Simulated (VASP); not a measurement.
# PbS (Fm-3m) in VASP: notebook

PbS is run at these levels: PBEsol; tasks: single point.

Program: VASP 6.6.1. These are calculated values, not measurements. Logs are shortened: lines on timing, memory, paths and dates and some standing lists are left out, and cuts for length are marked.

### 1 The cell of the first run

It takes space group Fm-3m (No. 225, cubic). Conventional cell: a = 5.634 Å, b = 5.634 Å, c = 5.634 Å, α = 90.00°, β = 90.00°, γ = 90.00°. Within 3.7 Å of Pb (site symmetry m-3m) lie 6 S at 2.82 Å. S (site symmetry m-3m) has 6 Pb at 2.82 Å within 3.7 Å.

### 2 Single point, PBEsol (strain -0.050 along x and y, -0.050 along z)

Input file INCAR:

```
SYSTEM = PbS
PREC     = Accurate       ! precision mode
ENCUT    = 520            ! plane-wave cutoff, eV
EDIFF    = 1E-6           ! SCF threshold, eV
ISMEAR   = 0              ! smearing method
SIGMA    = 0.03           ! smearing width, eV
LREAL    = .FALSE.        ! projectors in reciprocal space
LASPH    = .TRUE.         ! aspherical terms in the spheres
NELM     = 60             ! most SCF steps
ALGO     = Normal         ! electronic algorithm
ISIF     = 2              ! what is computed and relaxed
LWAVE    = .FALSE.        ! write WAVECAR
LCHARG   = .FALSE.        ! write CHGCAR
GGA      = PS             ! functional
NBANDS   = 17             ! bands
```

Input file KPOINTS:

```
Automatic mesh
0
G
  10 10 10
  0 0 0
```

Input file POSCAR:

```
PbS
1.0
    0.0000000000      2.8167500000      2.8167500000
    2.8167500000      0.0000000000      2.8167500000
    2.8167500000      2.8167500000      0.0000000000
Pb S
1 1
Direct
    0.0000000000      0.0000000000      0.0000000000
    0.5000000000      0.5000000000      0.5000000000
```

Potentials or basis: VASP PAW PBE potentials, release 64 (Pb_d, S).

Started as:

```
$ cat potpaw_PBE.64/Pb_d/POTCAR potpaw_PBE.64/S/POTCAR > POTCAR
$ mpirun -np 1 vasp_std > vasp.out
```

OUTCAR:

```text
SYSTEM = PbS
   PREC = Accurate
   ENCUT = 520
   EDIFF = 1E-6
   ISMEAR = 0
   LREAL = .FALSE.
   LASPH = .TRUE.
   NELM = 60
   ISIF = 2
   GGA = PS

 ion  position               nearest neighbor table
   1  0.000  0.000  0.000-   2 2.82   2 2.82   2 2.82   2 2.82   2 2.82   2 2.82
   2  0.500  0.500  0.500-   1 2.82   1 2.82   1 2.82   1 2.82   1 2.82   1 2.82

  LATTYP: Found a face centered cubic cell.
 ALAT       =     5.6335000000

  Lattice vectors:

 A1 = (   0.0000000000,   2.8167500000,   2.8167500000)
 A2 = (   2.8167500000,   0.0000000000,   2.8167500000)
 A3 = (   2.8167500000,   2.8167500000,   0.0000000000)

Analysis of symmetry for initial positions (statically):
=====================================================================
 Subroutine PRICEL returns:
 Original cell was already a primitive cell.

 Routine SETGRP: Setting up the symmetry group for a
 face centered cubic supercell.

 Subroutine GETGRP returns: Found 48 space group operations
 (whereof 48 operations were pure point group operations)
 out of a pool of 48 trial point group operations.

The static configuration has the point symmetry O_h .

Analysis of symmetry for dynamics (positions and initial velocities):
=====================================================================
 Subroutine PRICEL returns:
 Original cell was already a primitive cell.

 Routine SETGRP: Setting up the symmetry group for a
 face centered cubic supercell.

 Subroutine GETGRP returns: Found 48 space group operations
 (whereof 48 operations were pure point group operations)
 out of a pool of 48 trial point group operations.

The dynamic configuration has the point symmetry O_h .

 Subroutine INISYM returns: Found 48 space group operations
 (whereof 48 operations are pure point group operations),
 and found     1 'primitive' translations

----------------------------------------------------------------------------------------

                                     Primitive cell

  volume of cell :      44.6966

  direct lattice vectors                    reciprocal lattice vectors
     0.000000000  2.816750000  2.816750000    -0.177509541  0.177509541  0.177509541
     2.816750000  0.000000000  2.816750000     0.177509541 -0.177509541  0.177509541
     2.816750000  2.816750000  0.000000000     0.177509541  0.177509541 -0.177509541

  length of vectors
     3.983486052  3.983486052  3.983486052     0.307455544  0.307455544  0.307455544

  position of ions in fractional coordinates (direct lattice)
     0.000000000  0.000000000  0.000000000
     0.500000000  0.500000000  0.500000000

  ion indices of the primitive-cell ions
   primitive index   ion index
                 1           1
                 2           2

----------------------------------------------------------------------------------------

 KPOINTS: Automatic mesh

Automatic generation of k-mesh.
 Grid dimensions read from file:
 generate k-points for:   10   10   10

 Generating k-lattice:

  Cartesian coordinates                     Fractional coordinates (reciprocal lattice)
    -0.017750954  0.017750954  0.017750954     0.100000000  0.000000000  0.000000000
     0.017750954 -0.017750954  0.017750954     0.000000000  0.100000000  0.000000000
     0.017750954  0.017750954 -0.017750954     0.000000000  0.000000000  0.100000000

  Length of vectors
     0.030745554  0.030745554  0.030745554

  Shift w.r.t. Gamma in fractional coordinates (k-lattice)
     0.000000000  0.000000000  0.000000000

 Subroutine IBZKPT returns following result:
 ===========================================

 Found     47 irreducible k-points:

 Following reciprocal coordinates:
            Coordinates               Weight
  0.000000  0.000000  0.000000      1.000000
  0.100000  0.000000  0.000000      8.000000
  0.200000  0.000000  0.000000      8.000000
  0.300000  0.000000  0.000000      8.000000
  0.400000  0.000000  0.000000      8.000000
  0.500000  0.000000  0.000000      4.000000
[... 16 lines left out ...]
  0.300000  0.300000  0.000000      6.000000
  0.400000  0.300000  0.000000     24.000000
 [... further k-points ...]
   k-points           NKPTS =     47   k-points in BZ     NKDIM =     47   number of bands    NBANDS=     17
   number of dos      NEDOS =    301   number of ions     NIONS =      2
   total plane-waves  NPLWV =  27000
   dimension x,y,z NGX =    30 NGY =   30 NGZ =   30
   dimension x,y,z NGXF=    60 NGYF=   60 NGZF=   60
   ions per type =               1   1
   NGX,Y,Z   is equivalent  to a cutoff of  12.52, 12.52, 12.52 a.u.
   NGXF,Y,Z  is equivalent  to a cutoff of  25.04, 25.04, 25.04 a.u.
 SYSTEM =  PbS
   PREC   = accura    normal or accurate (medium, high low for compatibility)
   ISTART =      0    job   : 0-new  1-cont  2-samecut
   ICHARG =      2    charge: 1-file 2-atom 10-const
   ISPIN  =      1    spin polarized calculation?
   LNONCOLLINEAR =      F non collinear calculations
   LSORBIT =      F    spin-orbit coupling
   LASPH  =      T    aspherical Exc in radial PAW
   ENCUT  =  520.0 eV  38.22 Ry    6.18 a.u.   7.41  7.41  7.41*2*pi/ulx,y,z
   NELM   =     60;   NELMIN=  2; NELMDL= -5     # of ELM steps
   EDIFF  = 0.1E-05   stopping-criterion for ELM
   LREAL  =      F    real-space projection
   EDIFFG = 0.1E-04   stopping-criterion for IOM
   NSW    =      0    number of steps for IOM
   IBRION =     -1    ionic relax: 0-MD 1-quasi-New 2-CG
   NFREE  =      0    steps in history (QN), initial steepest desc. (CG)
   ISIF   =      2    stress and relaxation
   ISYM   =      2    0-nonsym 1-usesym 2-fastsym
   POTIM  = 0.5000    time-step for ionic-motion
   TEBEG  =    0.0;   TEEND  =   0.0 temperature during run
   PSTRESS=    0.0 pullay stress
   NELECT =      20.0000    total number of electrons
   NUPDOWN=      -1.0000    fix difference up-down
   EMIN   =  10.00;   EMAX   =-10.00  energy-range for DOS
   EFERMI =   0.00;   METHOD = LEGACY
   ISMEAR =     0;   SIGMA  =   0.03  broadening in eV -4-tet -1-fermi 0-gaus
   EFERMI_NEDOS =   21; number of points for ismear=-14 and -15
   IALGO  =     38    algorithm
   IMIX   =      4    mixing-type and parameters
     AMIX     =   0.40;   BMIX     =  1.00
     AMIX_MAG =   1.60;   BMIX_MAG =  1.00
  volume/ion in A,a.u.               =      22.35       150.81
  Fermi-wavevector in a.u.,A,eV,Ry     =   1.252160  2.366239 21.332642  1.567905
  Thomas-Fermi vector in A             =   2.386074
   LORBIT       =      0    0 simple, 1 ext, 2 COOP (PROOUT), +10 PAW based schemes
   GGA     = PS    functional components
   LHFCALC =     F    Hartree Fock is set to
   AEXX    =    0.0000 exact exchange contribution
   IVDW    =     0    specifies the selected vdW correction
   LEPSILON=     F    determine dielectric tensor
   LRPA    =     F    only Hartree local field effects (RPA)
 non-spin polarized calculation
 Gauss-broadening in eV      SIGMA  =   0.03
  energy-cutoff  :      520.00
  volume of cell :       44.70
 maximum number of plane-waves:      1243
 NGX is ok and might be reduce to    30
   NGX = 15   NGY = 15   NGZ = 15

 number of electron      20.0000003 magnetization

 Free energy of the ion-electron system (eV)
  ---------------------------------------------------
  ext. energy  EPLUGINS =         0.00000000
  ---------------------------------------------------
  free energy    TOTEN  =        -9.24738191 eV

  energy without entropy =       -9.24738191  energy(sigma->0) =       -9.24738191

 E-fermi :   7.8160     XC(G=0): -10.6311

 val. band max:        7.6928230085   @ k =   0.5000   0.0000   0.0000
 cond. band min:       8.1481208313   @ k =   0.5000   0.0000   0.0000
 fundamental gap:      0.4552978228
 Fermi energy:         7.8159643272

 k-point     1 :       0.0000    0.0000    0.0000
  band No.  band energies     occupation
      1      -9.2047      2.00000
      2      -9.2047      2.00000
      3      -9.2047      2.00000
      4      -9.1977      2.00000
      5      -9.1977      2.00000
      6      -7.2628      2.00000
[... 9 lines left out ...]
     16      14.1039      0.00000
     17      15.7994      0.00000

 k-point     2 :       0.1000    0.0000    0.0000
  band No.  band energies     occupation
      1      -9.2056      2.00000
      2      -9.2056      2.00000
      3      -9.2045      2.00000
      4      -9.1948      2.00000
      5      -9.1948      2.00000
      6      -7.1536      2.00000
[... 9 lines left out ...]
     16      14.4430      0.00000
     17      16.8612      0.00000

 k-point     3 :       0.2000    0.0000    0.0000
  band No.  band energies     occupation
      1      -9.2207      2.00000
      2      -9.2207      2.00000
      3      -9.2047      2.00000
      4      -9.1744      2.00000
      5      -9.1744      2.00000
      6      -6.8361      2.00000
[... 9 lines left out ...]
     16      15.0539      0.00000
     17      18.8229      0.00000

 k-point     4 :       0.3000    0.0000    0.0000
  band No.  band energies     occupation
      1      -9.2398      2.00000
      2      -9.2398      2.00000
      3      -9.2061      2.00000
      4      -9.1485      2.00000
      5      -9.1485      2.00000
      6      -6.3531      2.00000
[... 9 lines left out ...]
     16      15.9479      0.00000
     17      20.9264      0.00000
[... 343 lines left out ...]
      1      -9.2616      2.00000
      2      -9.2359      2.00000
      3      -9.1964      2.00000
      4      -9.1630      2.00000
      5      -9.1510      2.00000
      6      -6.1530      2.00000
[... 9 lines left out ...]
     16      17.8105      0.00000
     17      18.2276      0.00000

 k-point    23 :       0.3000    0.3000    0.0000
  band No.  band energies     occupation
      1      -9.3962      2.00000
      2      -9.2379      2.00000
      3      -9.1669      2.00000
      4      -9.1332      2.00000
      5      -9.1332      2.00000
      6      -5.9213      2.00000
[... 9 lines left out ...]
     16      18.9191      0.00000
     17      18.9241      0.00000

 k-point    24 :       0.4000    0.3000    0.0000
  band No.  band energies     occupation
      1      -9.4413      2.00000
      2      -9.2386      2.00000
      3      -9.1707      2.00000
      4      -9.1218      2.00000
      5      -9.1143      2.00000
      6      -5.4772      2.00000
[... 9 lines left out ...]
     16      19.1405      0.00000
     17      19.6341      0.00000

 [... further k-points ...]

------------------------ aborting loop because EDIFF is reached ----------------------------------------

  FORCE on cell =-STRESS in cart. coord.  units (eV):
  Direction    XX          YY          ZZ          XY          YZ          ZX
  --------------------------------------------------------------------------------------
  -------------------------------------------------------------------------------------
  Total        3.1194684      3.1194684      3.1194684      0.0000000     -0.0000000      0.0000000
  in kB      111.8191718    111.8191718    111.8191718      0.0000000     -0.0000000      0.0000000
  external PRESSURE =     111.8191718 kB  Pullay stress =       0.0000000 kB

 VOLUME and BASIS-vectors are now :
 -----------------------------------------------------------------------------
  energy-cutoff  :      520.00
  volume of cell :       44.70
      direct lattice vectors                 reciprocal lattice vectors
     0.000000000  2.816750000  2.816750000    -0.177509541  0.177509541  0.177509541
     2.816750000  0.000000000  2.816750000     0.177509541 -0.177509541  0.177509541
     2.816750000  2.816750000  0.000000000     0.177509541  0.177509541 -0.177509541

 POSITION                                       TOTAL-FORCE (eV/Angst)
 -----------------------------------------------------------------------------------
      0.00000      0.00000      0.00000         0.000000     -0.000000      0.000000
      2.81675      2.81675      2.81675        -0.000000      0.000000     -0.000000
 -----------------------------------------------------------------------------------
    total drift:                               -0.000000      0.000000      0.000000

  FREE ENERGIE OF THE ION-ELECTRON SYSTEM (eV)
  ---------------------------------------------------
  free  energy   TOTEN  =        -9.2473819059 eV

  energy  without entropy=       -9.2473819059  energy(sigma->0) =       -9.24738191
```

Run time: 17 s. Hardware: 1 thread of Intel Xeon 6975P-C (Granite Rapids), shared host; peak memory 0.18 GiB.

Results:

```
Free energy            : -9.2474 eV
Pressure               : 11.2 GPa
Band gap on the k mesh : 0.46 eV, direct
```

Caveat: the cell differs from its parent crystal (strain -0.050 along x and y, -0.050 along z); the PAW data sets were made with another functional, which shifts forces and pressure a little; spin-orbit coupling is left out, which moves the levels of the heavy elements. A k mesh can miss the band edges.

### 3 Single point, PBEsol (strain +0.050 along x and y, +0.050 along z)

Input file INCAR:

```
ALGO     = Normal         # electronic algorithm
EDIFF    = 1E-6           # SCF threshold, eV
ENCUT    = 520            # plane-wave cutoff, eV
GGA      = PS             # functional
ISIF     = 2              # what is computed and relaxed
ISMEAR   = 0              # smearing method
LASPH    = T              # aspherical terms in the spheres
LCHARG   = F              # write CHGCAR
LREAL    = F              # projectors in reciprocal space
LWAVE    = F              # write WAVECAR
NBANDS   = 17             # bands
NELM     = 80             # most SCF steps
PREC     = Accurate       # precision mode
SIGMA    = 0.03           # smearing width, eV
```

Input file KPOINTS:

```
k-points
0
Gamma
  10 10 10
```

Input file POSCAR:

```
PbS
1.0
    0.0000000000      3.1132500000      3.1132500000
    3.1132500000      0.0000000000      3.1132500000
    3.1132500000      3.1132500000      0.0000000000
Pb S
1 1
Direct
    0.0000000000      0.0000000000      0.0000000000
    0.5000000000      0.5000000000      0.5000000000
```

Potentials or basis: VASP PAW PBE potentials, release 64 (Pb_d, S).

Started as:

```
$ cat potpaw_PBE.64/Pb_d/POTCAR potpaw_PBE.64/S/POTCAR > POTCAR
$ mpirun -np 1 vasp_std > vasp.out
```

It took 21 s on 1 thread of Intel Xeon 6975P-C (Granite Rapids), shared host; peak memory 0.22 GiB.

It converged, with:

* Free energy: -9.2403 eV
* Pressure: -6.8 GPa
* Band gap on the k mesh: 0.69 eV, direct

Levels at points of the mesh, in eV from the valence-band top:
```tsv
k point	band 8	band 9	band 10	band 11	band 12	band 13
(0.00, 0.00, 0.00)	-1.40	-1.40	-1.40	4.84	4.84	4.84
(0.50, 0.00, 0.00)	-1.10	-1.10	0.00	0.69	2.25	2.25
(0.50, 0.50, 0.00)	-3.98	-2.48	-2.48	4.41	5.14	5.21
```

Caveat: the cell differs from its parent crystal (strain +0.050 along x and y, +0.050 along z); the PAW data sets were made with another functional, which shifts forces and pressure a little; spin-orbit coupling is left out, which moves the levels of the heavy elements.
